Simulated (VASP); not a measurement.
A run of VASP 6.6.1:

Contents of INCAR:

```
PREC = Accurate
ENCUT = 520
EDIFF = 1E-6
ISMEAR = 0
SIGMA = 0.1
LREAL = False
LASPH = True
NELM = 100
ALGO = Normal
ISIF = 2
LWAVE = False
LCHARG = False
LDIPOL = True
IDIPOL = 3
DIPOL = 0.5 0.5 0.500
GGA = PE
IVDW = 12
NBANDS = 11
```

KPOINTS

```
Automatic mesh
0
Gamma
  6 6 1
```

File POSCAR:

```
Si
1.0
    3.7674649302      0.0000000000      0.0000000000
   -1.8837324651      3.2627203374      0.0000000000
    0.0000000000      0.0000000000     28.0000000000
Si
2
Direct
    0.3333333333      0.6666666667      0.5079285714
    0.6666666667      0.3333333333      0.4920714286
```

Potentials or basis: VASP PAW PBE potentials, release 64 (Si).

The run is started by

```bash
$ cat potpaw_PBE.64/Si/POTCAR > POTCAR
$ mpirun -np 1 vasp_std > vasp.out
```

Hardware: 1 thread of Intel Xeon 6975P-C, on a shared host.

Task: Estimate the wall time of this run.

Result: It took 58 s on 1 thread of Intel Xeon 6975P-C, with other jobs on the host, peak memory 0.38 GiB. Counts: scf iterations 21, k points 7.
